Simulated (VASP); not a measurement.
The system is MnF2.

```xyz
6
Lattice="4.8738 0.0000 0.0000 0.0000 4.8738 0.0000 0.0000 0.0000 3.3107" Properties=species:S:1:pos:R:3 pbc="T T T"
Mn    0.0000    0.0000    0.0000
Mn    2.4369    2.4369    1.6554
F     1.4880    1.4880    0.0000
F     0.9489    3.9249    1.6554
F     3.3858    3.3858    0.0000
F     3.9249    0.9489    1.6554
```

Base run:

| Quantity | Value |
| --- | --- |
| Program | VASP 6.6.1 |
| Functional | PBEsol |
| Potentials or basis | VASP PAW PBE potentials, release 64 (Mn_pv, F) |
| Cutoff | 520 eV |
| k mesh | 5 × 5 × 7 |
| Occupations | fermi-dirac, width 0.15 eV |
| Spin | collinear spin, antiferromagnetic start |
| Starting moments | [5.2, -5.2, 0.0, 0.0, 0.0, 0.0] μB |

Its results: band gap on the k mesh 2.04 eV (least direct gap 2.10 eV); pressure -1.7 GPa; net moment 0.00 μB per cell; site moments Mn +4.53, -4.53; F -0.03, +0.03 (each value once) μB; largest force 0.062 eV/Å.

Q: The run is repeated on the same cell with these changes: hubbard terms from none to Mn d U = 1.5 eV. What comes out?

A: Band gap on the k mesh 2.58 eV (least direct gap 2.63 eV); pressure -0.9 GPa; net moment 0.00 μB per cell; site moments Mn +4.59, -4.59; F -0.02, +0.02 (each value once) μB; largest force 0.042 eV/Å.

The U term pushes filled and empty states of the shell apart.

Caveats: the PAW data sets were made with another functional, which shifts forces and pressure a little.

A k mesh can miss the band edges.
